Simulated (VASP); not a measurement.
# Al2Au (F-43m) in VASP: notebook, part 2 of 3

VASP 6.6.1. Earlier steps stand in the parts before.

## (4) Relaxation of cell and atoms, PBE

This run uses another cell than the first one, of 20.87 Å³/atom, 1.102 times its volume.

INCAR reads:

```
SYSTEM = Al2Au
ALGO = Normal
EDIFF = 1E-6
EDIFFG = -0.04
ENCUT = 600
GGA = PE
IBRION = 2
ISIF = 3
ISMEAR = 0
LASPH = .TRUE.
LCHARG = .FALSE.
LREAL = .FALSE.
LWAVE = .FALSE.
NELM = 60
NSW = 90
PREC = Accurate
SIGMA = 0.1
```

KPOINTS reads:

```
k-points
0
G
  6 6 6
  0 0 0
```

POSCAR reads:

```
Al2Au
1.0
    0.0000000000      3.1514698500      3.1514698500
    3.1514698500      0.0000000000      3.1514698500
    3.1514698500      3.1514698500      0.0000000000
Al Au
2 1
Direct
    0.5000000000      0.5000000000      0.5000000000
    0.2500000000      0.2500000000      0.2500000000
    0.0000000000      0.0000000000      0.0000000000
```

Potentials or basis: VASP PAW PBE potentials, release 64 (Al, Au).

On the command line:

```
cat potpaw_PBE.64/Al/POTCAR potpaw_PBE.64/Au/POTCAR > POTCAR
mpirun -np 1 vasp_std > vasp.out
```

OUTCAR:

```text
SYSTEM = Al2Au
   EDIFF = 1E-6
   EDIFFG = -0.04
   ENCUT = 600
   GGA = PE
   IBRION = 2
   ISIF = 3
   ISMEAR = 0
   LASPH = .TRUE.
   LREAL = .FALSE.
   NELM = 60
   NSW = 90
   PREC = Accurate

 ion  position               nearest neighbor table
   1  0.500  0.500  0.500-   2 2.73   2 2.73   2 2.73   2 2.73   3 3.15   3 3.15   3 3.15   3 3.15
                             3 3.15   3 3.15
   2  0.250  0.250  0.250-   3 2.73   3 2.73   3 2.73   1 2.73   3 2.73   1 2.73   1 2.73   1 2.73

   3  0.000  0.000  0.000-   2 2.73   2 2.73   2 2.73   2 2.73   1 3.15   1 3.15   1 3.15   1 3.15
                             1 3.15   1 3.15

  LATTYP: Found a face centered cubic cell.
 ALAT       =     6.3029397000

  Lattice vectors:

 A1 = (   0.0000000000,   3.1514698500,   3.1514698500)
 A2 = (   3.1514698500,   0.0000000000,   3.1514698500)
 A3 = (   3.1514698500,   3.1514698500,   0.0000000000)

Analysis of symmetry for initial positions (statically):
=====================================================================
 Subroutine PRICEL returns:
 Original cell was already a primitive cell.

 Routine SETGRP: Setting up the symmetry group for a
 face centered cubic supercell.

 Subroutine GETGRP returns: Found 24 space group operations
 (whereof 24 operations were pure point group operations)
 out of a pool of 48 trial point group operations.

The static configuration has the point symmetry T_d .

Analysis of symmetry for dynamics (positions and initial velocities):
=====================================================================
 Subroutine PRICEL returns:
 Original cell was already a primitive cell.

 Routine SETGRP: Setting up the symmetry group for a
 face centered cubic supercell.

 Subroutine GETGRP returns: Found 24 space group operations
 (whereof 24 operations were pure point group operations)
 out of a pool of 48 trial point group operations.

The dynamic configuration has the point symmetry T_d .

 Subroutine INISYM returns: Found 24 space group operations
 (whereof 24 operations are pure point group operations),
[... 98 lines left out ...]
   TEBEG  =    0.0;   TEEND  =   0.0 temperature during run
   PSTRESS=    0.0 pullay stress
   NELECT =      17.0000    total number of electrons
   NUPDOWN=      -1.0000    fix difference up-down
   EMIN   =  10.00;   EMAX   =-10.00  energy-range for DOS
   EFERMI =   0.00;   METHOD = LEGACY
   ISMEAR =     0;   SIGMA  =   0.10  broadening in eV -4-tet -1-fermi 0-gaus
   EFERMI_NEDOS =   21; number of points for ismear=-14 and -15
   IALGO  =     38    algorithm
   IMIX   =      4    mixing-type and parameters
     AMIX     =   0.40;   BMIX     =  1.00
     AMIX_MAG =   1.60;   BMIX_MAG =  1.00
  volume/ion in A,a.u.               =      20.87       140.81
  Fermi-wavevector in a.u.,A,eV,Ry     =   1.060152  2.003396 15.291880  1.123921
  Thomas-Fermi vector in A             =   2.195522
   LORBIT       =      0    0 simple, 1 ext, 2 COOP (PROOUT), +10 PAW based schemes
   GGA     = PE    functional components
   LHFCALC =     F    Hartree Fock is set to
   AEXX    =    0.0000 exact exchange contribution
   IVDW    =     0    specifies the selected vdW correction
   LEPSILON=     F    determine dielectric tensor
   LRPA    =     F    only Hartree local field effects (RPA)
 conjugate gradient relaxation of ions
 non-spin polarized calculation
 Gauss-broadening in eV      SIGMA  =   0.10
  energy-cutoff  :      600.00
  volume of cell :       62.60
 maximum number of plane-waves:      2114
   NGX = 17   NGY = 17   NGZ = 17

--------------------------------------- Ionic step        1  -------------------------------------------

 number of electron      16.9999999 magnetization

 Free energy of the ion-electron system (eV)
  ---------------------------------------------------
  ext. energy  EPLUGINS =         0.00000000
  ---------------------------------------------------
  free energy    TOTEN  =       -10.92299223 eV

  energy without entropy =      -10.90962252  energy(sigma->0) =      -10.91630737

 E-fermi :   5.9531     XC(G=0):  -9.9061

 val. band max:        5.9498163322   @ k =   0.3333   0.1667   0.0000
 cond. band min:       5.9657314421   @ k =   0.5000   0.1667   0.0000
 fundamental gap:      0.0159151100
 Fermi energy:         5.9530715834

 k-point     1 :       0.0000    0.0000    0.0000
  band No.  band energies     occupation
      1      -3.4137      2.00000
      2       1.0772      2.00000
      3       1.0772      2.00000
      4       1.0772      2.00000
      5       1.4673      2.00000
      6       1.4673      2.00000
      7       7.1439      0.00000
      8       7.1439      0.00000
      9       7.1439      0.00000
     10       8.4233      0.00000
     11       9.4280      0.00000
     12       9.4280      0.00000
[... 296 lines left out ...]
--------------------------------------- Ionic step        3  -------------------------------------------

 number of electron      16.9999999 magnetization

 Free energy of the ion-electron system (eV)
  ---------------------------------------------------
  ext. energy  EPLUGINS =         0.00000000
  ---------------------------------------------------
  free energy    TOTEN  =       -11.04407588 eV

  energy without entropy =      -11.03831981  energy(sigma->0) =      -11.04119784

 E-fermi :   7.0678     XC(G=0): -10.3336

 val. band max:        7.0621555730   @ k =   0.1667   0.1667   0.0000
 cond. band min:       7.1769389352   @ k =   0.3333   0.1667   0.0000
 fundamental gap:      0.1147833621
 Fermi energy:         7.0677734889

 k-point     1 :       0.0000    0.0000    0.0000
  band No.  band energies     occupation
      1      -3.0451      2.00000
      2       1.6582      2.00000
      3       1.6582      2.00000
      4       1.6582      2.00000
      5       2.0974      2.00000
      6       2.0974      2.00000
      7       8.1642      0.00000
      8       8.1642      0.00000
      9       8.1642      0.00000
     10      10.2161      0.00000
     11      10.7653      0.00000
     12      10.7653      0.00000
[... 253 lines left out ...]
  FREE ENERGIE OF THE ION-ELECTRON SYSTEM (eV)
  ---------------------------------------------------
  free  energy   TOTEN  =       -11.0440758766 eV

  energy  without entropy=      -11.0383198097  energy(sigma->0) =      -11.04119784

 reached required accuracy - stopping structural energy minimisation
```

OSZICAR:

```text
N       E                     dE             d eps       ncg     rms          rms(c)
DAV:   1     0.657695965420E+02    0.65770E+02   -0.75357E+03   384   0.130E+03
DAV:   2    -0.938593735402E+01   -0.75156E+02   -0.67674E+02   440   0.205E+02
DAV:   3    -0.118153158899E+02   -0.24294E+01   -0.23926E+01   480   0.366E+01
[... 26 lines left out ...]
DAV:   3    -0.110444049423E+02    0.71461E-03   -0.35834E-03   416   0.631E-01    0.300E-01
DAV:   4    -0.110441026581E+02    0.30228E-03   -0.13325E-03   416   0.220E-01    0.347E-02
DAV:   5    -0.110440759527E+02    0.26705E-04   -0.15042E-04   404   0.143E-01    0.404E-02
DAV:   6    -0.110440757889E+02    0.16380E-06   -0.14281E-05   436   0.405E-02    0.359E-03
DAV:   7    -0.110440758766E+02   -0.87775E-07   -0.72999E-07   224   0.101E-02
   3 F= -.11044076E+02 E0= -.11041198E+02  d E =-.121084E+00
```

CONTCAR:

```text
Al2Au
   1.00000000000000
     0.0000000000000000    3.0495093080493816    3.0495093080493816
     3.0495093080493816   -0.0000000000000000    3.0495093080493816
     3.0495093080493816    3.0495093080493816   -0.0000000000000000
  Al              Au
     2     1
Direct
     0.5000000000000000    0.5000000000000000    0.5000000000000000
     0.2500000000000000    0.2500000000000000    0.2500000000000000
     0.0000000000000000    0.0000000000000000    0.0000000000000000

  0.00000000E+00  0.00000000E+00  0.00000000E+00
  0.00000000E+00  0.00000000E+00  0.00000000E+00
  0.00000000E+00  0.00000000E+00  0.00000000E+00
```

It took 28 s on 1 thread of Intel Xeon Platinum 8488C (Sapphire Rapids), shared host; peak memory 0.21 GiB.

Results:

| Item | Value |
| --- | --- |
| Free energy | -11.0441 eV |
| Relaxed volume | 18.91 Å³/atom |
| Relaxed cell | a = 4.313 Å, b = 4.313 Å, c = 4.313 Å, α = 60.00°, β = 60.00°, γ = 60.00° |
| Space group after relaxing (to 0.05 Å) | F-43m (No. 216) |
| Energy gained by relaxing | 40.4 meV/atom |
| Ionic steps | 3 |
| Pressure after relaxing | 0.0 GPa |

The path:
| step | energy change (eV) | largest force (eV/Å) | pressure (GPa) | volume (Å³) |
| --- | --- | --- | --- | --- |
| 1 | 0.0000 | 0.0000 | -5.87 | 62.60 |
| 2 | -0.1182 | 0.0000 | 1.19 | 55.93 |
| 3 | -0.1211 | 0.0000 | -0.01 | 56.72 |

Final structure:
```yaml
crystal:
  lattice:
    - [0.00000, 3.04951, 3.04951]
    - [3.04951, 0.00000, 3.04951]
    - [3.04951, 3.04951, 0.00000]
  atoms:
    - { symbol: Al, position: [0.50000, 0.50000, 0.50000] }
    - { symbol: Al, position: [0.25000, 0.25000, 0.25000] }
    - { symbol: Au, position: [0.00000, 0.00000, 0.00000] }
```

Caveat: spin-orbit coupling is left out, which moves the levels of the heavy elements.

## (5) Single point, PBE

This run uses another cell than the first one, of 19.04 Å³/atom, 1.006 times its volume.

INCAR reads:

```
  ALGO = Normal
  EDIFF = 1E-7
  ENCUT = 520
  GGA = PE
  ISIF = 2
  ISMEAR = 0
  LASPH = T
  LCHARG = F
  LREAL = F
  LWAVE = F
  NBANDS = 16
  NELM = 100
  PREC = Accurate
  SIGMA = 0.1
```

KPOINTS reads:

```
k-points
0
Gamma
  14 14 14
```

POSCAR reads:

```
Al2Au
1.0
    0.0000000000      3.0567672433      3.0567672433
    3.0567672433      0.0000000000      3.0567672433
    3.0567672433      3.0567672433      0.0000000000
Al Au
2 1
Direct
    0.5000000000      0.5000000000      0.5000000000
    0.7500000000      0.7500000000      0.7500000000
    0.0000000000      0.0000000000      0.0000000000
```

On the command line:

```
cat potpaw_PBE.64/Al/POTCAR potpaw_PBE.64/Au/POTCAR > POTCAR
mpirun -np 1 vasp_std > vasp.out
```

It took 46 s on 1 thread of Intel Xeon Platinum 8488C (Sapphire Rapids), shared host; peak memory 0.24 GiB.

The run converged. Its results:

```yaml
Free_energy: -11.0427 eV
Pressure: -0.1 GPa
```

Levels at points of the mesh, in eV from the Fermi level:
```tsv
k point	band 7	band 8	band 9	band 10	band 11	band 12
(0.00, 0.00, 0.00)	1.08	1.08	1.08	3.07	3.66	3.66
(0.50, 0.00, 0.00)	-4.41	1.01	1.01	1.37	2.80	2.80
(0.50, 0.50, 0.00)	-4.14	-2.00	-2.00	-0.72	2.72	8.58
```

Caveat: spin-orbit coupling is left out, which moves the levels of the heavy elements.

(Part 2 of 3 ends here.)
